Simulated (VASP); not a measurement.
**PbO2: single point with revPBE**

The system is PbO2.

```
CELL_PARAMETERS angstrom
0.00000 2.72420 2.72420
2.72420 0.00000 2.72420
2.72420 2.72420 0.00000
ATOMIC_POSITIONS crystal
Pb 0.00000 0.00000 0.00000
O 0.75000 0.75000 0.75000
O 0.25000 0.25000 0.25000
```

```yaml
Program: VASP 6.6.1
Task: single point
Functional: revPBE
Potentials_or_basis: VASP PAW PBE potentials, release 64 (Pb_d, O)
Cutoff: 520 eV
k_mesh: 9 × 9 × 9
Occupations: fermi-dirac, width 0.05 eV
Spin: no spin polarisation
```

```yaml
Pressure: 0.2 GPa
Band_gap_on_the_k_mesh: zero (band 13 reaches 5.38 eV, above the bottom of band 14 at 4.28 eV)
```

Levels at points of the mesh, in eV from the Fermi level:
| k point | band 11 | band 12 | band 13 | band 14 | band 15 | band 16 |
| --- | --- | --- | --- | --- | --- | --- |
| (0.00, 0.00, 0.00) | -1.92 | -1.15 | -1.15 | -1.15 | 7.00 | 7.00 |

Wall time 34 s on 1 thread of Intel(R) Xeon(R) Platinum 8259CL CPU @ 2.50GHz (Skylake/Cascade Lake), with other jobs on the host, peak memory 0.18 GiB.

Caveat: the PAW data sets were made with another functional, which shifts forces and pressure a little; spin-orbit coupling is left out, which moves the levels of the heavy elements.
